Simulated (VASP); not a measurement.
# PbO2 (P-3m1) in VASP: further runs, part 2 of 2

VASP 6.6.1.

### Step 4. Single point, PBE

This run uses another cell than the first one, of 18.30 Å³/atom.

File INCAR:

```
SYSTEM = PbO2
  PREC = Accurate
  ENCUT = 520
  EDIFF = 1E-7
  ISMEAR = 0
  SIGMA = 0.02
  LREAL = .FALSE.
  LASPH = .TRUE.
  NELM = 100
  ALGO = Normal
  ISIF = 2
  LWAVE = .FALSE.
  LCHARG = .FALSE.
  GGA = PE
  NBANDS = 20
```

File KPOINTS:

```
regular mesh
0
G
  12 12 6
  0 0 0
```

File POSCAR:

```
PbO2
1.0
    3.4151671594      0.0000000000      0.0000000000
   -1.7075835797      2.9576215182      0.0000000000
    0.0000000000      0.0000000000      5.4354946949
Pb O
1 2
Direct
    0.0000000000      0.0000000000      0.0000000000
    0.6666666667      0.3333333333      0.8046619849
    0.3333333333      0.6666666667      0.1953380151
```

Potentials or basis: VASP PAW PBE potentials, release 64 (Pb_d, O).

The run is started by

```bash
cat potpaw_PBE.64/Pb_d/POTCAR potpaw_PBE.64/O/POTCAR > POTCAR
mpirun -np 1 vasp_std > vasp.out
```

OUTCAR:

```text
SYSTEM = PbO2
   PREC = Accurate
   ENCUT = 520
   EDIFF = 1E-7
   ISMEAR = 0
   LREAL = .FALSE.
   LASPH = .TRUE.
   NELM = 100
   ISIF = 2
   GGA = PE

 ion  position               nearest neighbor table
   1  0.000  0.000  0.000-   2 2.24   3 2.24   3 2.24   2 2.24   2 2.24   3 2.24
   2  0.667  0.333  0.805-   1 2.24   1 2.24   1 2.24
   3  0.333  0.667  0.195-   1 2.24   1 2.24   1 2.24

  LATTYP: Found a hexagonal cell.
 ALAT       =     3.4151671594
 C/A-ratio  =     1.5915750068

  Lattice vectors:

 A1 = (   3.4151671594,   0.0000000000,   0.0000000000)
 A2 = (  -1.7075835797,   2.9576215182,   0.0000000000)
 A3 = (   0.0000000000,   0.0000000000,   5.4354946949)

Analysis of symmetry for initial positions (statically):
=====================================================================
 Subroutine PRICEL returns:
 Original cell was already a primitive cell.

 Routine SETGRP: Setting up the symmetry group for a
 hexagonal supercell.

 Subroutine GETGRP returns: Found 12 space group operations
 (whereof 12 operations were pure point group operations)
 out of a pool of 24 trial point group operations.

The static configuration has the point symmetry D_3d.

Analysis of symmetry for dynamics (positions and initial velocities):
=====================================================================
 Subroutine PRICEL returns:
 Original cell was already a primitive cell.

 Routine SETGRP: Setting up the symmetry group for a
 hexagonal supercell.

 Subroutine GETGRP returns: Found 12 space group operations
 (whereof 12 operations were pure point group operations)
 out of a pool of 24 trial point group operations.

The dynamic configuration has the point symmetry D_3d.

 Subroutine INISYM returns: Found 12 space group operations
 (whereof 12 operations are pure point group operations),
 and found     1 'primitive' translations

[... 113 lines left out ...]
   IALGO  =     38    algorithm
   IMIX   =      4    mixing-type and parameters
     AMIX     =   0.40;   BMIX     =  1.00
     AMIX_MAG =   1.60;   BMIX_MAG =  1.00
  volume/ion in A,a.u.               =      18.30       123.50
  Fermi-wavevector in a.u.,A,eV,Ry     =   1.276051  2.411387 22.154454  1.628306
  Thomas-Fermi vector in A             =   2.408729
   LORBIT       =      0    0 simple, 1 ext, 2 COOP (PROOUT), +10 PAW based schemes
   GGA     = PE    functional components
   LHFCALC =     F    Hartree Fock is set to
   AEXX    =    0.0000 exact exchange contribution
   IVDW    =     0    specifies the selected vdW correction
   LEPSILON=     F    determine dielectric tensor
   LRPA    =     F    only Hartree local field effects (RPA)
 non-spin polarized calculation
 Gauss-broadening in eV      SIGMA  =   0.02
  energy-cutoff  :      520.00
  volume of cell :       54.90
 maximum number of plane-waves:      1498
 NGX is ok and might be reduce to    28
   NGX = 13   NGY = 13   NGZ = 21

 number of electron      26.0000003 magnetization

 Free energy of the ion-electron system (eV)
  ---------------------------------------------------
  ext. energy  EPLUGINS =         0.00000000
  ---------------------------------------------------
  free energy    TOTEN  =       -15.64443560 eV

  energy without entropy =      -15.64443560  energy(sigma->0) =      -15.64443560

 E-fermi :   1.4347     XC(G=0):  -8.9551

 val. band max:        1.2720588598   @ k =   0.3333   0.2500   0.5000
 cond. band min:       2.1799283528   @ k =   0.0000   0.0000   0.0000
 fundamental gap:      0.9078694931
 Fermi energy:         1.4346803760

 k-point     1 :       0.0000    0.0000    0.0000
  band No.  band energies     occupation
      1     -16.4093      2.00000
      2     -14.6144      2.00000
      3     -13.9110      2.00000
      4     -13.9110      2.00000
      5     -13.6292      2.00000
      6     -13.6041      2.00000
[... 541 lines left out ...]
     19      15.2233      0.00000
     20      17.7144      0.00000

 [... further k-points ...]

------------------------ aborting loop because EDIFF is reached ----------------------------------------

  FORCE on cell =-STRESS in cart. coord.  units (eV):
  Direction    XX          YY          ZZ          XY          YZ          ZX
  --------------------------------------------------------------------------------------
  -------------------------------------------------------------------------------------
  Total        0.0993223      0.0993223      0.0051528     -0.0000000      0.0000000      0.0000000
  in kB        2.8984366      2.8984366      0.1503694     -0.0000000      0.0000000      0.0000000
  external PRESSURE =       1.9824142 kB  Pullay stress =       0.0000000 kB

 VOLUME and BASIS-vectors are now :
 -----------------------------------------------------------------------------
  energy-cutoff  :      520.00
  volume of cell :       54.90
      direct lattice vectors                 reciprocal lattice vectors
     3.415167159  0.000000000  0.000000000     0.292811436  0.169054761  0.000000000
    -1.707583580  2.957621518  0.000000000     0.000000000  0.338109523  0.000000000
     0.000000000  0.000000000  5.435494695     0.000000000  0.000000000  0.183975895

 POSITION                                       TOTAL-FORCE (eV/Angst)
 -----------------------------------------------------------------------------------
      0.00000      0.00000      0.00000        -0.000000      0.000000      0.000000
      1.70758      0.98587      4.37374         0.000000      0.000000     -0.031651
     -0.00000      1.97175      1.06176         0.000000     -0.000000      0.031651
 -----------------------------------------------------------------------------------
    total drift:                               -0.000000      0.000000     -0.000000

  FREE ENERGIE OF THE ION-ELECTRON SYSTEM (eV)
  ---------------------------------------------------
  free  energy   TOTEN  =       -15.6444355966 eV

  energy  without entropy=      -15.6444355966  energy(sigma->0) =      -15.64443560
```

OSZICAR:

```text
N       E                     dE             d eps       ncg     rms          rms(c)
DAV:   1     0.273614171419E+03    0.27361E+03   -0.13446E+04  4008   0.145E+03
DAV:   2     0.970931544310E+01   -0.26390E+03   -0.25069E+03  4444   0.400E+02
DAV:   3    -0.174290929827E+02   -0.27138E+02   -0.26569E+02  4836   0.136E+02
DAV:   4    -0.183244382839E+02   -0.89535E+00   -0.89424E+00  4364   0.265E+01
DAV:   5    -0.183554942091E+02   -0.31056E-01   -0.31055E-01  5224   0.519E+00    0.945E+00
DAV:   6    -0.157054541719E+02    0.26500E+01   -0.11659E+01  5948   0.419E+01    0.344E+00
DAV:   7    -0.156582492105E+02    0.47205E-01   -0.62164E-01  4076   0.865E+00    0.185E+00
DAV:   8    -0.156507188512E+02    0.75304E-02   -0.17873E-01  4136   0.409E+00    0.686E-01
DAV:   9    -0.156435963048E+02    0.71225E-02   -0.22902E-02  6060   0.177E+00    0.144E-01
DAV:  10    -0.156444689312E+02   -0.87263E-03   -0.39922E-03  4128   0.440E-01    0.869E-02
DAV:  11    -0.156444360896E+02    0.32842E-04   -0.19282E-04  4736   0.119E-01    0.314E-02
DAV:  12    -0.156444361008E+02   -0.11184E-07   -0.36315E-05  4148   0.451E-02    0.925E-03
DAV:  13    -0.156444358513E+02    0.24951E-06   -0.27239E-06  5164   0.128E-02    0.242E-03
DAV:  14    -0.156444356187E+02    0.23260E-06   -0.54879E-07  4072   0.844E-03    0.915E-04
DAV:  15    -0.156444355966E+02    0.22061E-07   -0.30261E-08  3268   0.187E-03
   1 F= -.15644436E+02 E0= -.15644436E+02  d E =-.303450E-32
```

stdout:

```text
POSCAR found type information on POSCAR PbO
 POSCAR found :  2 types and       3 ions
 scaLAPACK will be used
 LDA part: xc-table for (Slater+PW92), standard interpolation
 POSCAR, INCAR and KPOINTS ok, starting setup
 FFT: planning ... GRIDC
 FFT: planning ... GRID_SOFT
 FFT: planning ... GRID
 WAVECAR not read
 entering main loop
```

Wall time 42 s (1 thread of Intel Xeon 6975P-C (Granite Rapids), shared host); peak memory 0.24 GiB.

What came out:

```
Free energy            : -15.6444 eV
Pressure               : 0.2 GPa
Largest force          : 0.032 eV/Å
Band gap on the k mesh : 0.91 eV (least direct gap 1.19 eV)
```

Forces in eV/Å, atoms in the order of the input:
```
Pb   0.000  0.000  0.000
O    0.000  0.000 -0.032
O    0.000  0.000  0.032
```

Levels at points of the mesh, in eV from the valence-band top:
```
           k point  band 10  band 11  band 12  band 13  band 14  band 15  band 16  band 17
(0.00, 0.00, 0.00)    -1.18    -0.39    -0.39    -0.29     0.91     5.36     9.44    10.50
(0.50, 0.00, 0.00)    -2.56    -1.22    -0.17    -0.05     3.22     6.72     9.42    10.83
(0.00, 0.00, 0.50)    -1.19    -0.83    -0.37    -0.37     1.59     5.01    10.40    10.48
(0.50, 0.00, 0.50)    -2.53    -1.02    -0.21    -0.09     3.17     6.57     9.16    11.30
```

Caveat: spin-orbit coupling is left out, which moves the levels of the heavy elements.

### Step 5. Relaxation of cell and atoms, PBE

File INCAR:

```
PREC = Accurate ; ENCUT = 600
EDIFF = 1E-6 ; ISMEAR = 0
SIGMA = 0.02 ; LREAL = F
LASPH = T ; NELM = 80
ALGO = Normal ; ISIF = 3
LWAVE = F ; LCHARG = F
GGA = PE ; IBRION = 2
NSW = 80 ; EDIFFG = -0.01
```

File KPOINTS:

```
regular mesh
0
Gamma
  12 12 6
```

File POSCAR:

```
PbO2
1.0
    3.4092052734      0.0000000000      0.0000000000
   -1.7046026367      2.9524583735      0.0000000000
    0.0000000000      0.0000000000      5.4841308909
Pb O
1 2
Direct
    0.0000000000      0.0000000000      0.0000000000
    0.6666666667      0.3333333333      0.8056911249
    0.3333333333      0.6666666667      0.1943088751
```

Potentials or basis: VASP PAW PBE potentials, release 64 (Pb_d, O).

The run is started by

```bash
cat potpaw_PBE.64/Pb_d/POTCAR potpaw_PBE.64/O/POTCAR > POTCAR
mpirun -np 1 vasp_std > vasp.out
```

OUTCAR:

```text
PREC = Accurate
   ENCUT = 600
   EDIFF = 1E-6
   ISMEAR = 0
   LREAL = F
   LASPH = T
   NELM = 80
   ISIF = 3
   GGA = PE
   IBRION = 2
   NSW = 80
   EDIFFG = -0.01

 ion  position               nearest neighbor table
   1  0.000  0.000  0.000-   2 2.24   3 2.24   2 2.24   3 2.24   2 2.24   3 2.24
   2  0.667  0.333  0.806-   1 2.24   1 2.24   1 2.24
   3  0.333  0.667  0.194-   1 2.24   1 2.24   1 2.24

  LATTYP: Found a hexagonal cell.
 ALAT       =     3.4092052734
 C/A-ratio  =     1.6086244304

  Lattice vectors:

 A1 = (   3.4092052734,   0.0000000000,   0.0000000000)
 A2 = (  -1.7046026367,   2.9524583735,   0.0000000000)
 A3 = (   0.0000000000,   0.0000000000,   5.4841308909)

Analysis of symmetry for initial positions (statically):
[... 769 lines left out ...]
     16      10.3891      0.00000
     17      12.6487      0.00000

 [... further k-points ...]

[... ionic steps 4 to 23 ...]

--------------------------------------- Ionic step       24  -------------------------------------------

 number of electron      25.9999996 magnetization

------------------------ aborting loop because EDIFF is reached ----------------------------------------
[... 69 lines left out ...]
--------------------------------------- Ionic step       26  -------------------------------------------

 number of electron      25.9999995 magnetization

 Free energy of the ion-electron system (eV)
  ---------------------------------------------------
  ext. energy  EPLUGINS =         0.00000000
  ---------------------------------------------------
  free energy    TOTEN  =       -15.65215026 eV

  energy without entropy =      -15.65215026  energy(sigma->0) =      -15.65215026

 E-fermi :   2.0114     XC(G=0):  -9.3768

 val. band max:        1.9213662502   @ k =   0.3333   0.2500   0.5000
 cond. band min:       2.6644172277   @ k =   0.0000   0.0000   0.0000
 fundamental gap:      0.7430509775
 Fermi energy:         2.0113818470

 k-point     1 :       0.0000    0.0000    0.0000
  band No.  band energies     occupation
      1     -15.7946      2.00000
      2     -13.9778      2.00000
      3     -13.2941      2.00000
      4     -13.2941      2.00000
      5     -13.0225      2.00000
      6     -12.9897      2.00000
[... 501 lines left out ...]
  FREE ENERGIE OF THE ION-ELECTRON SYSTEM (eV)
  ---------------------------------------------------
  free  energy   TOTEN  =       -15.6521502573 eV

  energy  without entropy=      -15.6521502573  energy(sigma->0) =      -15.65215026

 reached required accuracy - stopping structural energy minimisation
```

Run time: 9.3 min. Hardware: 1 thread of Intel Xeon 6975P-C (Granite Rapids), shared host; peak memory 0.29 GiB.

What came out:

| Quantity | Value |
| --- | --- |
| Free energy | -15.6522 eV |
| Relaxed volume | 17.17 Å³/atom |
| Relaxed cell | a = 3.417 Å, b = 3.417 Å, c = 5.093 Å, α = 90.00°, β = 90.00°, γ = 120.00° |
| Space group after relaxing (to 0.1 Å) | P-3m1 (No. 164) |
| Energy gained by relaxing | 1.5 meV/atom |
| Ionic steps | 26 |
| Pressure after relaxing | 0.0 GPa |
| Largest force after relaxing | 0.004 eV/Å |
| Band gap on the k mesh | 0.74 eV (least direct gap 0.92 eV) |

Forces in eV/Å, atoms in the order of the input:
```
Pb   0.000  0.000  0.000
O    0.000  0.000 -0.004
O    0.000  0.000  0.004
```

Step by step:
| step | energy change (eV) | largest force (eV/Å) | pressure (GPa) | volume (Å³) |
| --- | --- | --- | --- | --- |
| 1 | 0.0000 | 0.0207 | 0.29 | 55.20 |
| 2 | -0.0003 | 0.0240 | -0.32 | 55.47 |
| 3 | -0.0004 | 0.0102 | -0.15 | 55.38 |
| 4 | -0.0005 | 0.0065 | -0.12 | 55.32 |
| 5 | -0.0007 | 0.0419 | -0.03 | 55.17 |
| 6 | -0.0007 | 0.0321 | -0.07 | 55.21 |
| 7 | -0.0008 | 0.0355 | -0.01 | 55.10 |
| 8 | -0.0012 | 0.0406 | 0.15 | 54.76 |
| 9 | -0.0016 | 0.0540 | 0.47 | 54.09 |
| 10 | -0.0016 | 0.0528 | 0.46 | 54.07 |
| 11 | -0.0017 | 0.0502 | 0.42 | 54.03 |
| 12 | -0.0019 | 0.0452 | 0.40 | 53.95 |
| 13 | -0.0022 | 0.0333 | 0.33 | 53.79 |
| 14 | -0.0028 | 0.0106 | 0.21 | 53.47 |
| 15 | -0.0035 | 0.0312 | -0.02 | 52.83 |
| 16 | -0.0032 | 0.1085 | -0.44 | 51.54 |
| 17 | -0.0037 | 0.0510 | -0.15 | 52.43 |
| 18 | -0.0037 | 0.0601 | -0.19 | 52.28 |
| 19 | -0.0040 | 0.0549 | -0.13 | 51.96 |
| 20 | -0.0042 | 0.0442 | -0.05 | 51.43 |
| 21 | -0.0043 | 0.0393 | 0.01 | 51.18 |
| 22 | -0.0043 | 0.0422 | -0.03 | 51.31 |
| 23 | -0.0043 | 0.0398 | -0.02 | 51.24 |
| 24 | -0.0044 | 0.0281 | 0.01 | 51.32 |
| 25 | -0.0045 | 0.0103 | 0.06 | 51.54 |
| 26 | -0.0045 | 0.0036 | 0.04 | 51.50 |

Final structure:
```cif
data_structure
_symmetry_space_group_name_H-M 'P 1'
_symmetry_Int_Tables_number 1
_cell_length_a 3.4171
_cell_length_b 3.4171
_cell_length_c 5.0927
_cell_angle_alpha 90.000
_cell_angle_beta 90.000
_cell_angle_gamma 120.000
_cell_volume 51.50
loop_
_atom_site_label
_atom_site_type_symbol
_atom_site_fract_x
_atom_site_fract_y
_atom_site_fract_z
_atom_site_occupancy
Pb1 Pb 0.00000 0.00000 0.00000 1
O1 O 0.66667 0.33333 0.79130 1
O2 O 0.33333 0.66667 0.20870 1
```

Levels at points of the mesh, in eV from the valence-band top:
| k point | band 9 | band 10 | band 11 | band 12 | band 13 | band 14 | band 15 | band 16 | band 17 |
| --- | --- | --- | --- | --- | --- | --- | --- | --- | --- |
| (0.00, 0.00, 0.00) | -1.21 | -1.21 | -0.44 | -0.44 | -0.18 | 0.74 | 5.38 | 10.10 | 10.45 |
| (0.50, 0.00, 0.00) | -3.49 | -2.61 | -1.32 | -0.18 | -0.09 | 3.19 | 6.70 | 9.47 | 11.00 |
| (0.00, 0.00, 0.50) | -1.23 | -1.23 | -0.99 | -0.40 | -0.40 | 1.71 | 4.96 | 10.43 | 10.43 |
| (0.50, 0.00, 0.50) | -3.72 | -2.55 | -1.00 | -0.28 | -0.15 | 3.11 | 6.48 | 9.12 | 11.46 |

Caveat: spin-orbit coupling is left out, which moves the levels of the heavy elements. A k mesh can miss the band edges.

### Step 6. Summary

| task | cell | k mesh | cutoff (eV) | smearing | gap on the mesh (eV) | pressure (GPa) | relaxed volume (Å³/atom) | largest force (eV/Å) |
| --- | --- | --- | --- | --- | --- | --- | --- | --- |
| single point | a = 3.409, b = 3.409, c = 5.484 Å, angles 90.0, 90.0, 120.0°, 3 atoms, atomic positions A | 6 × 6 × 4 | 520 | gaussian 0.1 eV | 0.95 | 0.4 | - | 0.02 |
| relaxation of cell and atoms | relaxed from a = 3.166, b = 3.166, c = 5.700 Å, angles 90.0, 90.0, 120.0°, 3 atoms, atomic positions B | 6 × 6 × 4 | 600 | gaussian 0.1 eV | 0.77 | 0.1 | 17.31 | 0.01 |
| single point | a = 3.415, b = 3.415, c = 5.435 Å, angles 90.0, 90.0, 120.0°, 3 atoms, atomic positions A | 12 × 12 × 6 | 520 | gaussian 0.02 eV | 0.91 | 0.2 | - | 0.03 |
| relaxation of cell and atoms | relaxed from a = 3.409, b = 3.409, c = 5.484 Å, angles 90.0, 90.0, 120.0°, 3 atoms, atomic positions A | 12 × 12 × 6 | 600 | gaussian 0.02 eV | 0.74 | 0.0 | 17.17 | - |

Alike in all rows: level PBE; potentials or basis VASP PAW PBE potentials, release 64 (Pb_d, O); no spin polarisation.

Caveats: spin-orbit coupling is left out, which moves the levels of the heavy elements.

Absolute energies hang on the potentials; compare differences alone.
